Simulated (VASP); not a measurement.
# Mn (P6_3/mmc) in VASP: further runs

The runs below take Mn through single point, with PBEsol.

All numbers are computed with VASP 6.6.1; they aren't measurements. Logs are shortened: lines on timing, memory, paths and dates and some standing lists are left out, and cuts for length are marked.

### 1 The cell of the first run

Symmetry: P6_3/mmc, No. 194, hexagonal system. The conventional cell has a = 3.667 Å, b = 3.667 Å, c = 4.251 Å, α = 90.00°, β = 90.00°, γ = 120.00°. Mn (site symmetry -6m2) has 5 Mn at 2.12 to 2.13 Å within 2.8 Å. Mn (site symmetry -6m2) has 3 Mn at 2.12 Å within 2.8 Å.

### 2 Single point, PBEsol

Input file INCAR:

```
ALGO = Normal ; EDIFF = 1E-6
ENCUT = 600 ; GGA = PS
GGA_COMPAT = F ; ISIF = 2
ISMEAR = 0 ; LASPH = T
LCHARG = F ; LREAL = F
LWAVE = F ; NBANDS = 38
NELM = 120 ; PREC = Accurate
SIGMA = 0.1
```

Input file KPOINTS:

```
k-points
0
Gamma
  6 6 4
```

Input file POSCAR:

```
Mn
1.0
    3.6671381817      0.0000000000      0.0000000000
   -1.8335690909      3.1758348246      0.0000000000
    0.0000000000      0.0000000000      4.2512084063
Mn
4
Direct
    0.0000000000      0.0000000000      0.2500000000
    0.0000000000      0.0000000000      0.7500000000
    0.3333333333      0.6666666667      0.7500000000
    0.6666666667      0.3333333333      0.2500000000
```

Potentials or basis: VASP PAW PBE potentials, release 64 (Mn_sv).

Command:

```
> cat potpaw_PBE.64/Mn_sv/POTCAR > POTCAR
> mpirun -np 1 vasp_std > vasp.out
```

OUTCAR:

```text
EDIFF = 1E-6
   ENCUT = 600
   GGA = PS
   ISIF = 2
   ISMEAR = 0
   LASPH = T
   LREAL = F
   NELM = 120
   PREC = Accurate

 ion  position               nearest neighbor table
   1  0.000  0.000  0.250-   4 2.12   4 2.12   4 2.12   2 2.13   2 2.13
   2  0.000  0.000  0.750-   3 2.12   3 2.12   3 2.12   1 2.13   1 2.13
   3  0.333  0.667  0.750-   2 2.12   2 2.12   2 2.12
   4  0.667  0.333  0.250-   1 2.12   1 2.12   1 2.12

  LATTYP: Found a hexagonal cell.
 ALAT       =     3.6671381817
 C/A-ratio  =     1.1592713979

  Lattice vectors:

 A1 = (   3.6671381817,   0.0000000000,   0.0000000000)
 A2 = (  -1.8335690909,   3.1758348246,   0.0000000000)
 A3 = (   0.0000000000,   0.0000000000,   4.2512084063)

Analysis of symmetry for initial positions (statically):
=====================================================================
 Subroutine PRICEL returns:
 Original cell was already a primitive cell.

 Routine SETGRP: Setting up the symmetry group for a
 hexagonal supercell.

 Subroutine GETGRP returns: Found 24 space group operations
 (whereof 12 operations were pure point group operations)
 out of a pool of 24 trial point group operations.

The static configuration has the point symmetry D_3d.
 The point group associated with its full space group is D_6h.

Analysis of symmetry for dynamics (positions and initial velocities):
=====================================================================
 Subroutine PRICEL returns:
 Original cell was already a primitive cell.

 Routine SETGRP: Setting up the symmetry group for a
 hexagonal supercell.

 Subroutine GETGRP returns: Found 24 space group operations
 (whereof 12 operations were pure point group operations)
 out of a pool of 24 trial point group operations.

The dynamic configuration has the point symmetry D_3d.
 The point group associated with its full space group is D_6h.

 Subroutine INISYM returns: Found 24 space group operations
 (whereof 12 operations are pure point group operations),
 and found     1 'primitive' translations

----------------------------------------------------------------------------------------

                                     Primitive cell
[... 85 lines left out ...]
   ISPIN  =      1    spin polarized calculation?
   LNONCOLLINEAR =      F non collinear calculations
   LSORBIT =      F    spin-orbit coupling
   LASPH  =      T    aspherical Exc in radial PAW
   ENCUT  =  600.0 eV  44.10 Ry    6.64 a.u.   7.32  7.32  8.49*2*pi/ulx,y,z
   NELM   =    120;   NELMIN=  2; NELMDL= -5     # of ELM steps
   EDIFF  = 0.1E-05   stopping-criterion for ELM
   LREAL  =      F    real-space projection
   EDIFFG = 0.1E-04   stopping-criterion for IOM
   NSW    =      0    number of steps for IOM
   IBRION =     -1    ionic relax: 0-MD 1-quasi-New 2-CG
   NFREE  =      0    steps in history (QN), initial steepest desc. (CG)
   ISIF   =      2    stress and relaxation
   ISYM   =      2    0-nonsym 1-usesym 2-fastsym
   POTIM  = 0.5000    time-step for ionic-motion
   TEBEG  =    0.0;   TEEND  =   0.0 temperature during run
   PSTRESS=    0.0 pullay stress
   NELECT =      60.0000    total number of electrons
   NUPDOWN=      -1.0000    fix difference up-down
   EMIN   =  10.00;   EMAX   =-10.00  energy-range for DOS
   EFERMI =   0.00;   METHOD = LEGACY
   ISMEAR =     0;   SIGMA  =   0.10  broadening in eV -4-tet -1-fermi 0-gaus
   EFERMI_NEDOS =   21; number of points for ismear=-14 and -15
   IALGO  =     38    algorithm
   IMIX   =      4    mixing-type and parameters
     AMIX     =   0.40;   BMIX     =  1.00
     AMIX_MAG =   1.60;   BMIX_MAG =  1.00
  volume/ion in A,a.u.               =      12.38        83.53
  Fermi-wavevector in a.u.,A,eV,Ry     =   1.745391  3.298311 41.448647  3.046390
  Thomas-Fermi vector in A             =   2.817087
   LORBIT       =      0    0 simple, 1 ext, 2 COOP (PROOUT), +10 PAW based schemes
   GGA     = PS    functional components
   LHFCALC =     F    Hartree Fock is set to
   AEXX    =    0.0000 exact exchange contribution
   IVDW    =     0    specifies the selected vdW correction
   LEPSILON=     F    determine dielectric tensor
   LRPA    =     F    only Hartree local field effects (RPA)
 non-spin polarized calculation
 Gauss-broadening in eV      SIGMA  =   0.10
  energy-cutoff  :      600.00
  volume of cell :       49.51
 maximum number of plane-waves:      1667
 NGX is ok and might be reduce to    30
   NGX = 15   NGY = 15   NGZ = 17

 number of electron      60.0000015 magnetization

 Free energy of the ion-electron system (eV)
  ---------------------------------------------------
  ext. energy  EPLUGINS =         0.00000000
  ---------------------------------------------------
  free energy    TOTEN  =       -35.72620294 eV

  energy without entropy =      -35.69770204  energy(sigma->0) =      -35.71195249

 E-fermi :  11.8144     XC(G=0): -13.2365

 val. band max:       11.8114457074   @ k =   0.0000   0.0000   0.0000
 cond. band min:      11.8707288709   @ k =   0.3333   0.1667   0.2500
 fundamental gap:      0.0592831635
 Fermi energy:        11.8144383525

 k-point     1 :       0.0000    0.0000    0.0000
  band No.  band energies     occupation
      1     -67.6700      2.00000
      2     -67.4597      2.00000
      3     -67.1180      2.00000
      4     -67.0330      2.00000
      5     -37.2659      2.00000
      6     -36.8099      2.00000
[... 850 lines left out ...]
     37      14.3737      0.00000
     38      14.4969      0.00000

------------------------ aborting loop because EDIFF is reached ----------------------------------------

  FORCE on cell =-STRESS in cart. coord.  units (eV):
  Direction    XX          YY          ZZ          XY          YZ          ZX
  --------------------------------------------------------------------------------------
  -------------------------------------------------------------------------------------
  Total       -0.7656030     -0.7656030     -0.7707286      0.0000000     -0.0000000      0.0000000
  in kB      -24.7751707    -24.7751707    -24.9410359      0.0000000     -0.0000000      0.0000000
  external PRESSURE =     -24.8304591 kB  Pullay stress =       0.0000000 kB

 VOLUME and BASIS-vectors are now :
 -----------------------------------------------------------------------------
  energy-cutoff  :      600.00
  volume of cell :       49.51
      direct lattice vectors                 reciprocal lattice vectors
     3.667138182  0.000000000  0.000000000     0.272692206  0.157438918  0.000000000
    -1.833569091  3.175834825  0.000000000     0.000000000  0.314877837  0.000000000
     0.000000000  0.000000000  4.251208406     0.000000000  0.000000000  0.235227235

 POSITION                                       TOTAL-FORCE (eV/Angst)
 -----------------------------------------------------------------------------------
      0.00000      0.00000      1.06280        -0.000000     -0.000000     -0.000000
      0.00000      0.00000      3.18841         0.000000      0.000000     -0.000000
     -0.00000      2.11722      3.18841         0.000000     -0.000000      0.000000
      1.83357      1.05861      1.06280        -0.000000      0.000000      0.000000
 -----------------------------------------------------------------------------------
    total drift:                                0.000000     -0.000000      0.000000

  FREE ENERGIE OF THE ION-ELECTRON SYSTEM (eV)
  ---------------------------------------------------
  free  energy   TOTEN  =       -35.7262029435 eV

  energy  without entropy=      -35.6977020447  energy(sigma->0) =      -35.71195249
```

stdout:

```text
POSCAR found type information on POSCAR Mn
 POSCAR found :  1 types and       4 ions
 scaLAPACK will be used
 -----------------------------------------------------------------------------
|                                                                             |
|                                                                             |
|     You enforced a specific xc type in the INCAR file but a different       |
|     I HOPE YOU KNOW WHAT YOU ARE DOING!                                     |
|                                                                             |
 -----------------------------------------------------------------------------

 LDA part: xc-table for (Slater+PW92), standard interpolation
 POSCAR, INCAR and KPOINTS ok, starting setup
 FFT: planning ... GRIDC
 FFT: planning ... GRID_SOFT
 FFT: planning ... GRID
 WAVECAR not read
 entering main loop
```

It took 2.4 min on 1 thread of AMD EPYC 7R43 (Zen 3), shared host; peak memory 0.15 GiB.

What came out:

```
Free energy            : -35.7262 eV
Pressure               : -2.5 GPa
Band gap on the k mesh : zero (band 30 reaches 12.16 eV, above the bottom of band 31 at 11.12 eV)
```

Caveat: the k points lie up to 0.37 Å⁻¹ apart; the PAW data sets were made with another functional, which shifts forces and pressure a little; the run has no spin polarisation, though such a crystal can be magnetic. Spin polarisation is off, so any magnetic state and its effect on volume and gap are missing.

### 3 Single point, PBEsol, collinear spin, ferrimagnetic start

This run uses another cell than the first one, of 10.33 Å³/atom, 0.835 times its volume.

Input file INCAR:

```
ALGO = Normal ; EDIFF = 1E-6
ENCUT = 600 ; GGA = PS
GGA_COMPAT = F ; ISIF = 2
ISMEAR = 0 ; ISPIN = 2
LASPH = T ; LCHARG = T
LELF = T ; LMAXMIX = 4
LORBIT = 11 ; LREAL = F
LVHAR = T ; LWAVE = F
MAGMOM = 3.13 3.13 -2.48 -2.48 ; NBANDS = 42
NELM = 200 ; PREC = Accurate
SIGMA = 0.1
```

Input file KPOINTS:

```
k-points
0
Gamma
  9 9 2
```

Input file POSCAR:

```
Mn
1.0
    2.4574210997      0.0000000000      0.0000000000
   -1.2287105498      2.1281891002      0.0000000000
    0.0000000000      0.0000000000      7.9027904711
Mn
4
Direct
    0.0000000000      0.0000000000      0.0000000000
    0.0000000000      0.0000000000      0.5000000000
    0.3333333333      0.6666666667      0.7500000000
    0.6666666667      0.3333333333      0.2500000000
```

Potentials or basis: VASP PAW PBE potentials, release 64 (Mn_sv).

Command:

```
> cat potpaw_PBE.64/Mn_sv/POTCAR > POTCAR
> mpirun -np 1 vasp_std > vasp.out
```

OUTCAR:

```text
EDIFF = 1E-6
   ENCUT = 600
   GGA = PS
   ISIF = 2
   ISMEAR = 0
   ISPIN = 2
   LASPH = T
   LORBIT = 11
   LREAL = F
   NELM = 200
   PREC = Accurate

 ion  position               nearest neighbor table
   1  0.000  0.000  0.000-   3 2.43   4 2.43   4 2.43   3 2.43   4 2.43   3 2.43
   2  0.000  0.000  0.500-   3 2.43   4 2.43   4 2.43   3 2.43   4 2.43   3 2.43
   3  0.333  0.667  0.750-   1 2.43   2 2.43   1 2.43   2 2.43   1 2.43   2 2.43
   4  0.667  0.333  0.250-   1 2.43   2 2.43   1 2.43   2 2.43   1 2.43   2 2.43

  LATTYP: Found a hexagonal cell.
 ALAT       =     2.4574210997
 C/A-ratio  =     3.2158877744

  Lattice vectors:

 A1 = (   2.4574210997,   0.0000000000,   0.0000000000)
 A2 = (  -1.2287105498,   2.1281891002,   0.0000000000)
 A3 = (   0.0000000000,   0.0000000000,   7.9027904711)

Analysis of symmetry for initial positions (statically):
=====================================================================
 Subroutine PRICEL returns:
 Original cell was already a primitive cell.

 Routine SETGRP: Setting up the symmetry group for a
 hexagonal supercell.

 Subroutine GETGRP returns: Found 24 space group operations
 (whereof 12 operations were pure point group operations)
 out of a pool of 24 trial point group operations.

The static configuration has the point symmetry D_3d.
 The point group associated with its full space group is D_6h.

Analysis of symmetry for dynamics (positions and initial velocities):
=====================================================================
 Subroutine PRICEL returns:
 Original cell was already a primitive cell.

 Routine SETGRP: Setting up the symmetry group for a
 hexagonal supercell.

 Subroutine GETGRP returns: Found 24 space group operations
[... 166 lines left out ...]
  ---------------------------------------------------
  free energy    TOTEN  =       -39.29023543 eV

  energy without entropy =      -39.26743643  energy(sigma->0) =      -39.27883593

 E-fermi :  14.4213     XC(G=0): -14.5649

 val. band max:       14.4128407261   @ k =   0.3333  -0.0000   0.0000
 cond. band min:      14.4239196112   @ k =   0.1111  -0.0000   0.0000
 fundamental gap:      0.0110788852
 Fermi energy:        14.4213494512

 spin component 1

 k-point     1 :       0.0000    0.0000    0.0000
  band No.  band energies     occupation
      1     -64.6086      1.00000
      2     -64.5396      1.00000
      3     -64.4693      1.00000
      4     -64.3989      1.00000
      5     -33.8472      1.00000
      6     -33.4130      1.00000
[... 1069 lines left out ...]
     41      22.9902      0.00000
     42      22.9902      0.00000
 Fermi energy:        14.4213494512

 spin component 2

 k-point     1 :       0.0000    0.0000    0.0000
  band No.  band energies     occupation
      1     -64.6116      1.00000
      2     -64.5548      1.00000
      3     -64.4428      1.00000
      4     -64.3846      1.00000
      5     -33.8477      1.00000
      6     -33.4752      1.00000
[... 1069 lines left out ...]
     41      23.0004      0.00000
     42      23.0004      0.00000

------------------------ aborting loop because EDIFF is reached ----------------------------------------

  FORCE on cell =-STRESS in cart. coord.  units (eV):
  Direction    XX          YY          ZZ          XY          YZ          ZX
  --------------------------------------------------------------------------------------
  -------------------------------------------------------------------------------------
  Total       -0.8769133     -0.8769133     -0.8619718     -0.0000000     -0.0000000      0.0000000
  in kB      -33.9935845    -33.9935845    -33.4143790     -0.0000000     -0.0000000      0.0000000
  external PRESSURE =     -33.8005160 kB  Pullay stress =       0.0000000 kB

 VOLUME and BASIS-vectors are now :
 -----------------------------------------------------------------------------
  energy-cutoff  :      600.00
  volume of cell :       41.33
      direct lattice vectors                 reciprocal lattice vectors
     2.457421100  0.000000000  0.000000000     0.406930664  0.234941528  0.000000000
    -1.228710550  2.128189100  0.000000000     0.000000000  0.469883057  0.000000000
     0.000000000  0.000000000  7.902790471     0.000000000  0.000000000  0.126537582

 POSITION                                       TOTAL-FORCE (eV/Angst)
 -----------------------------------------------------------------------------------
      0.00000      0.00000      0.00000         0.000000      0.000000      0.000000
      0.00000      0.00000      3.95140         0.000000      0.000000      0.000000
     -0.00000      1.41879      5.92709         0.000000     -0.000000     -0.000000
      1.22871      0.70940      1.97570        -0.000000      0.000000      0.000000
 -----------------------------------------------------------------------------------
    total drift:                                0.000000     -0.000000      0.000000

  FREE ENERGIE OF THE ION-ELECTRON SYSTEM (eV)
  ---------------------------------------------------
  free  energy   TOTEN  =       -39.2902354311 eV

  energy  without entropy=      -39.2674364325  energy(sigma->0) =      -39.27883593

 total charge

# of ion       s       p       d       tot
------------------------------------------
    1        2.265   6.092   4.705  13.061
    2        2.265   6.092   4.705  13.061
    3        2.265   6.093   4.694  13.052
    4        2.265   6.093   4.694  13.052
--------------------------------------------------
tot          9.060  24.369  18.798  52.226

 magnetization (x)

# of ion       s       p       d       tot
------------------------------------------
    1        0.001   0.001   0.085   0.086
    2        0.001   0.001   0.085   0.086
    3       -0.001  -0.001  -0.075  -0.076
    4       -0.001  -0.001  -0.075  -0.076
--------------------------------------------------
tot          0.000   0.000   0.020   0.020
```

OSZICAR:

```text
N       E                     dE             d eps       ncg     rms          rms(c)
DAV:   1     0.143878841919E+04    0.14388E+04   -0.33420E+04  4424   0.408E+03
DAV:   2     0.113776077238E+03   -0.13250E+04   -0.12928E+04  4056   0.895E+02
DAV:   3    -0.239989622030E+02   -0.13778E+03   -0.12830E+03  4704   0.379E+02
[... 20 lines left out ...]
DAV:  24    -0.392902240606E+02   -0.74041E-05   -0.12765E-04  6822   0.155E-01    0.864E-03
DAV:  25    -0.392902283593E+02   -0.42986E-05   -0.15365E-04  5980   0.183E-01    0.617E-03
DAV:  26    -0.392902314853E+02   -0.31260E-05   -0.12055E-04  7156   0.144E-01    0.466E-03
DAV:  27    -0.392902329370E+02   -0.14517E-05   -0.10363E-04  5896   0.149E-01    0.387E-03
DAV:  28    -0.392902350258E+02   -0.20888E-05   -0.35989E-05  6768   0.682E-02    0.296E-03
DAV:  29    -0.392902354311E+02   -0.40525E-06   -0.62024E-06  4288   0.234E-02
   1 F= -.39290235E+02 E0= -.39278836E+02  d E =-.227990E-01  mag=     0.0222
```

stdout:

```text
POSCAR found type information on POSCAR Mn
 POSCAR found :  1 types and       4 ions
 scaLAPACK will be used
 -----------------------------------------------------------------------------
|                                                                             |
|                                                                             |
|     You enforced a specific xc type in the INCAR file but a different       |
|     I HOPE YOU KNOW WHAT YOU ARE DOING!                                     |
|                                                                             |
 -----------------------------------------------------------------------------

 LDA part: xc-table for (Slater+PW92), standard interpolation
 POSCAR, INCAR and KPOINTS ok, starting setup
 FFT: planning ... GRIDC
 FFT: planning ... GRID_SOFT
 FFT: planning ... GRID
 WAVECAR not read
 entering main loop
```

Run time: 4.1 min. Hardware: 1 thread of AMD EPYC 9R14 (Zen 4), shared host; peak memory 0.18 GiB.

Results:

```
Free energy                                           : -39.2902 eV
Pressure                                              : -3.4 GPa
Band gap on the k mesh                                : zero (filled and empty bands overlap)
Net moment                                            : 0.02 μB per cell
Site moments                                          : Mn +0.09, -0.08 μB
Valence electrons inside the program's atomic spheres : Mn 13.06, 13.05
```

Levels at points of the mesh, in eV from the Fermi level:
Spin up:
```tsv
k point	band 28	band 29	band 30	band 31	band 32	band 33
(0.00, 0.00, 0.00)	-0.79	-0.79	-0.77	-0.77	0.21	0.21
(0.00, 0.00, 0.50)	-0.96	-0.96	-0.96	-0.71	-0.71	0.52
```
Spin down:
```tsv
k point	band 28	band 29	band 30	band 31	band 32	band 33
(0.00, 0.00, 0.00)	-0.85	-0.85	-0.72	-0.72	0.27	0.27
(0.00, 0.00, 0.50)	-0.97	-0.97	-0.97	-0.71	-0.71	0.53
```

Caveat: the k points lie up to 0.40 Å⁻¹ apart; the PAW data sets were made with another functional, which shifts forces and pressure a little.
